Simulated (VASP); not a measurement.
# BN (P-6m2) in VASP: a series of runs, part 2 of 2

VASP 6.6.1.

## 3. Single point, PBE+D3(BJ)

This run uses another cell than the first one, of the same volume but with other edges.

File INCAR:

```
SYSTEM = BN
PREC = Accurate ; ENCUT = 520
EDIFF = 1E-7 ; ISMEAR = 0
SIGMA = 0.05 ; LREAL = .FALSE.
LASPH = .TRUE. ; NELM = 80
ALGO = Normal ; ISIF = 2
LWAVE = .FALSE. ; LCHARG = .FALSE.
GGA = PE ; IVDW = 12
NBANDS = 16
```

File KPOINTS:

```
regular mesh
0
G
  12 12 4
  0 0 0
```

File POSCAR:

```
BN
1.0
    2.3619988990      0.0000000000      0.0000000000
   -1.1809994495      2.0455510502      0.0000000000
    0.0000000000      0.0000000000      7.5546372399
B N
2 2
Direct
    0.0000000000      0.0000000000      0.5000000000
    0.3333333333      0.6666666667      0.0000000000
    0.0000000000      0.0000000000      0.0000000000
    0.6666666667      0.3333333333      0.5000000000
```

Potentials or basis: VASP PAW PBE potentials, release 64 (B, N).

The run is started by

```sh
cat potpaw_PBE.64/B/POTCAR potpaw_PBE.64/N/POTCAR > POTCAR
mpirun -np 1 vasp_std > vasp.out
```

OUTCAR:

```text
SYSTEM = BN
   PREC = Accurate
   ENCUT = 520
   EDIFF = 1E-7
   ISMEAR = 0
   LREAL = .FALSE.
   LASPH = .TRUE.
   NELM = 80
   ISIF = 2
   GGA = PE
   IVDW = 12
 IVDW          = 12

 ion  position               nearest neighbor table
   1  0.000  0.000  0.500-   4 1.36   4 1.36   4 1.36
   2  0.333  0.667  0.000-   3 1.36   3 1.36   3 1.36
   3  0.000  0.000  0.000-   2 1.36   2 1.36   2 1.36
   4  0.667  0.333  0.500-   1 1.36   1 1.36   1 1.36

  LATTYP: Found a hexagonal cell.
 ALAT       =     2.3619988990
 C/A-ratio  =     3.1984084510
[... 658 lines left out ...]
  Direction    XX          YY          ZZ          XY          YZ          ZX
  --------------------------------------------------------------------------------------
  -------------------------------------------------------------------------------------
  Total      17.08641    17.08641    -0.54724     0.00000    -0.00000     0.00000
  in kB     749.99390   749.99390   -24.02083     0.00000    -0.00000     0.00000
  external pressure =      491.99 kB  Pullay stress =        0.00 kB

 VOLUME and BASIS-vectors are now :
 -----------------------------------------------------------------------------
  energy-cutoff  :      520.00
  volume of cell :       36.50
      direct lattice vectors                 reciprocal lattice vectors
     2.361998899  0.000000000  0.000000000     0.423370223  0.244432912  0.000000000
    -1.180999450  2.045551050  0.000000000     0.000000000  0.488865824  0.000000000
     0.000000000  0.000000000  7.554637240     0.000000000  0.000000000  0.132369030

 POSITION                                       TOTAL-FORCE (eV/Angst)
 -----------------------------------------------------------------------------------
      0.00000      0.00000      3.77732        -0.000000      0.000000      0.000000
     -0.00000      1.36370      0.00000        -0.000000      0.000000      0.000000
      0.00000      0.00000      0.00000         0.000000      0.000000      0.000000
      1.18100      0.68185      3.77732         0.000000     -0.000000      0.000000
 -----------------------------------------------------------------------------------
    total drift:                                0.000002     -0.000001     -0.000000

  FREE ENERGIE OF THE ION-ELECTRON SYSTEM (eV)
  ---------------------------------------------------
  free  energy   TOTEN  =       -34.7141697447 eV

  energy  without entropy=      -34.7141697447  energy(sigma->0) =      -34.71416974
```

OSZICAR:

```text
N       E                     dE             d eps       ncg     rms          rms(c)
DAV:   1     0.519835843775E+02    0.51984E+02   -0.76784E+03  1824   0.915E+02
DAV:   2    -0.362012975637E+02   -0.88185E+02   -0.79743E+02  2512   0.226E+02
DAV:   3    -0.394012581473E+02   -0.32000E+01   -0.31844E+01  2416   0.416E+01
DAV:   4    -0.394221707933E+02   -0.20913E-01   -0.20909E-01  2200   0.381E+00
DAV:   5    -0.394223849506E+02   -0.21416E-03   -0.21415E-03  2424   0.368E-01    0.131E+01
DAV:   6    -0.349122544164E+02    0.45101E+01   -0.61183E+00  2304   0.191E+01    0.612E+00
DAV:   7    -0.342999332774E+02    0.61232E+00   -0.10685E+00  2416   0.727E+00    0.356E+00
DAV:   8    -0.341844521336E+02    0.11548E+00   -0.31700E-01  2336   0.388E+00    0.526E-01
DAV:   9    -0.341812997780E+02    0.31524E-02   -0.19063E-02  1968   0.112E+00    0.242E-01
DAV:  10    -0.341828963026E+02   -0.15965E-02   -0.15790E-03  2008   0.326E-01    0.353E-02
DAV:  11    -0.341830642931E+02   -0.16799E-03   -0.15430E-04  2168   0.925E-02    0.339E-02
DAV:  12    -0.341830917926E+02   -0.27499E-04   -0.39221E-05  2008   0.425E-02    0.300E-03
DAV:  13    -0.341830921184E+02   -0.32576E-06   -0.89662E-07  2432   0.782E-03    0.108E-03
DAV:  14    -0.341830922238E+02   -0.10537E-06   -0.89771E-08  1896   0.242E-03    0.468E-04
DAV:  15    -0.341830922210E+02    0.27549E-08   -0.13154E-08  1832   0.103E-03
   1 F= -.34714170E+02 E0= -.34714170E+02  d E =-.955454E-21
```

stdout:

```text
POSCAR found type information on POSCAR B N
 POSCAR found :  2 types and       4 ions
 scaLAPACK will be used
 LDA part: xc-table for (Slater+PW92), standard interpolation
 POSCAR, INCAR and KPOINTS ok, starting setup
 FFT: planning ... GRIDC
 FFT: planning ... GRID_SOFT
 FFT: planning ... GRID
 WAVECAR not read
 entering main loop
```

Wall time 14 s (1 thread of Intel Xeon 6975P-C (Granite Rapids), shared host); peak memory 0.17 GiB.

Results:

```yaml
Free_energy: -34.7142 eV
Pressure: 49.2 GPa
Band_gap_on_the_k_mesh: 4.45 eV, indirect (least direct gap 5.08 eV)
Dispersion_energy_per_atom: -0.133 eV
```

Levels at points of the mesh, in eV from the valence-band top:
```tsv
k point	band 6	band 7	band 8	band 9	band 10	band 11
(0.00, 0.00, 0.00)	-1.11	-1.09	-1.09	4.45	8.76	12.82
(0.50, 0.00, 0.00)	-4.39	-1.24	-0.99	4.83	5.48	11.20
(0.00, 0.00, 0.50)	-1.11	-1.09	-1.09	6.18	6.19	13.10
(0.50, 0.00, 0.50)	-4.39	-1.12	-1.10	5.07	5.08	11.59
```

 A k mesh can miss the band edges.

## 4. Single point, PBE+D3(BJ)

This run uses another cell than the first one, of the same volume but with other edges.

File INCAR:

```
PREC = Accurate ; ENCUT = 520
EDIFF = 1E-7 ; ISMEAR = 0
SIGMA = 0.05 ; LREAL = F
LASPH = T ; NELM = 100
ALGO = Normal ; ISIF = 2
LWAVE = F ; LCHARG = F
GGA = PE ; IVDW = 12
NBANDS = 16
```

File KPOINTS:

```
regular mesh
0
Gamma
  12 12 4
```

File POSCAR:

```
BN
1.0
    2.5807394684      0.0000000000      0.0000000000
   -1.2903697342      2.2349859402      0.0000000000
    0.0000000000      0.0000000000      6.3282651765
B N
2 2
Direct
    0.0000000000      0.0000000000      0.5000000000
    0.3333333333      0.6666666667      0.0000000000
    0.0000000000      0.0000000000      0.0000000000
    0.6666666667      0.3333333333      0.5000000000
```

The run is started by

```sh
cat potpaw_PBE.64/B/POTCAR potpaw_PBE.64/N/POTCAR > POTCAR
mpirun -np 1 vasp_std > vasp.out
```

Wall time 14 s (1 thread of Intel Xeon 6975P-C (Granite Rapids), shared host); peak memory 0.17 GiB.

Results (log left out):

* Free energy: -35.5157 eV
* Pressure: -18.9 GPa
* Band gap on the k mesh: 4.09 eV, indirect (least direct gap 4.14 eV)
* Dispersion energy per atom: -0.141 eV

Stress tensor (GPa, compression positive):
```
-29.06   0.00   0.00
  0.00 -29.06   0.00
  0.00   0.00   1.48
```

Levels at points of the mesh, in eV from the valence-band top:
```tsv
k point	band 4	band 5	band 6	band 7	band 8	band 9	band 10	band 11	band 12	band 13
(0.00, 0.00, 0.00)	-3.40	-1.59	-1.59	-1.40	-1.40	5.38	10.18	10.68	10.68	10.86
(0.50, 0.00, 0.00)	-8.47	-4.16	-3.96	-1.42	-0.61	4.15	5.45	8.64	8.87	12.53
(0.00, 0.00, 0.50)	-4.84	-1.58	-1.58	-1.41	-1.41	7.76	7.83	10.70	10.70	10.86
(0.50, 0.00, 0.50)	-8.54	-4.15	-3.98	-1.00	-0.83	4.36	4.48	8.85	9.06	13.30
```

 A k mesh can miss the band edges.

## 5. Single point, PBE+D3(BJ)

This run uses another cell than the first one, of the same volume but with other edges.

File INCAR:

```
SYSTEM = BN
PREC = Accurate ; ENCUT = 520
EDIFF = 1E-6 ; ISMEAR = 0
SIGMA = 0.05 ; LREAL = .FALSE.
LASPH = .TRUE. ; NELM = 80
ALGO = Normal ; ISIF = 2
LWAVE = .FALSE. ; LCHARG = .TRUE.
GGA = PE ; IVDW = 12
LELF = .TRUE. ; LVHAR = .TRUE.
NBANDS = 16
```

File KPOINTS:

```
regular mesh
0
G
  12 12 4
  0 0 0
```

File POSCAR:

```
BN
1.0
    2.4315089798      0.0000000000      0.0000000000
   -1.2157544899      2.1057485460      0.0000000000
    0.0000000000      0.0000000000      7.1288789640
B N
2 2
Direct
    0.0000000000      0.0000000000      0.5000000000
    0.3333333333      0.6666666667      0.0000000000
    0.0000000000      0.0000000000      0.0000000000
    0.6666666667      0.3333333333      0.5000000000
```

The run is started by

```sh
cat potpaw_PBE.64/B/POTCAR potpaw_PBE.64/N/POTCAR > POTCAR
mpirun -np 1 vasp_std > vasp.out
```

It took 13 s on 1 thread of Intel Xeon 6975P-C (Granite Rapids), shared host; peak memory 0.16 GiB.

Results (log left out):

| Item | Value |
| --- | --- |
| Free energy | -35.4627 eV |
| Pressure | 22.8 GPa |
| Band gap on the k mesh | 4.61 eV, indirect (least direct gap 4.81 eV) |
| Dispersion energy per atom | -0.137 eV |

Stress tensor (GPa, compression positive):
```
35.18  0.00  0.00
 0.00 35.18  0.00
 0.00  0.00 -1.87
```

Levels at points of the mesh, in eV from the valence-band top:
```tsv
k point	band 6	band 7	band 8	band 9	band 10	band 11
(0.00, 0.00, 0.00)	-1.26	-1.22	-1.22	4.79	9.54	12.30
(0.50, 0.00, 0.00)	-4.26	-1.24	-0.85	4.61	5.46	10.44
(0.00, 0.00, 0.50)	-1.26	-1.22	-1.22	6.81	6.83	12.31
(0.50, 0.00, 0.50)	-4.26	-1.05	-1.00	4.88	4.90	10.75
```

## 6. Single point, PBE+D3(BJ)

This run uses another cell than the first one, of the same volume but with other edges.

File INCAR:

```
ALGO     = Normal         # electronic algorithm
EDIFF    = 1E-6           # SCF threshold, eV
ENCUT    = 520            # plane-wave cutoff, eV
GGA      = PE             # functional
ISIF     = 2              # what is computed and relaxed
ISMEAR   = 0              # smearing method
IVDW     = 12             # dispersion correction
LASPH    = T              # aspherical terms in the spheres
LCHARG   = F              # write CHGCAR
LREAL    = F              # projectors in reciprocal space
LWAVE    = F              # write WAVECAR
NBANDS   = 16             # bands
NELM     = 80             # most SCF steps
PREC     = Accurate       # precision mode
SIGMA    = 0.05           # smearing width, eV
```

File KPOINTS:

```
k-points
0
Gamma
  12 12 4
```

File POSCAR:

```
BN
1.0
    2.5443861829      0.0000000000      0.0000000000
   -1.2721930914      2.2035030714      0.0000000000
    0.0000000000      0.0000000000      6.5103890161
B N
2 2
Direct
    0.0000000000      0.0000000000      0.5000000000
    0.3333333333      0.6666666667      0.0000000000
    0.0000000000      0.0000000000      0.0000000000
    0.6666666667      0.3333333333      0.5000000000
```

Potentials or basis: VASP PAW PBE potentials, release 64 (B, N).

The run is started by

```sh
cat potpaw_PBE.64/B/POTCAR potpaw_PBE.64/N/POTCAR > POTCAR
mpirun -np 1 vasp_std > vasp.out
```

Wall time 13 s (1 thread of Intel Xeon 6975P-C (Granite Rapids), shared host); peak memory 0.17 GiB.

Results (log left out):

| Quantity | Value |
| --- | --- |
| Free energy | -35.6659 eV |
| Pressure | -10.2 GPa |
| Band gap on the k mesh | 4.25 eV, indirect (least direct gap 4.32 eV) |
| Dispersion energy per atom | -0.140 eV |

Stress tensor (GPa, compression positive):
```
-15.44   0.00   0.00
  0.00 -15.44   0.00
  0.00   0.00   0.36
```

Levels at points of the mesh, in eV from the valence-band top:
| k point | band 4 | band 5 | band 6 | band 7 | band 8 | band 9 | band 10 | band 11 | band 12 | band 13 |
| --- | --- | --- | --- | --- | --- | --- | --- | --- | --- | --- |
| (0.00, 0.00, 0.00) | -3.79 | -1.50 | -1.50 | -1.37 | -1.37 | 5.27 | 10.19 | 11.07 | 11.07 | 11.22 |
| (0.50, 0.00, 0.00) | -8.65 | -4.18 | -4.03 | -1.35 | -0.65 | 4.25 | 5.45 | 9.12 | 9.25 | 12.62 |
| (0.00, 0.00, 0.50) | -5.05 | -1.50 | -1.50 | -1.37 | -1.37 | 7.63 | 7.68 | 11.09 | 11.09 | 11.20 |
| (0.50, 0.00, 0.50) | -8.70 | -4.17 | -4.04 | -1.00 | -0.87 | 4.50 | 4.58 | 9.32 | 9.45 | 13.39 |

## 7. Overview

```tsv
cell	gap on the mesh (eV)	pressure (GPa)
a = 2.650, b = 2.650, c = 6.003 Å, angles 90.0, 90.0, 120.0°, 4 atoms	3.70	-33.1
a = 2.362, b = 2.362, c = 7.555 Å, angles 90.0, 90.0, 120.0°, 4 atoms	4.45	49.2
a = 2.581, b = 2.581, c = 6.328 Å, angles 90.0, 90.0, 120.0°, 4 atoms	4.09	-18.9
a = 2.432, b = 2.432, c = 7.129 Å, angles 90.0, 90.0, 120.0°, 4 atoms	4.61	22.8
a = 2.544, b = 2.544, c = 6.510 Å, angles 90.0, 90.0, 120.0°, 4 atoms	4.25	-10.2
```

Alike in all rows: task single point; level PBE+D3(BJ); potentials or basis VASP PAW PBE potentials, release 64 (B, N); no spin polarisation; k mesh 12 × 12 × 4; cutoff (eV) 520; smearing gaussian 0.05 eV.

Absolute energies hang on the potentials; compare differences alone.
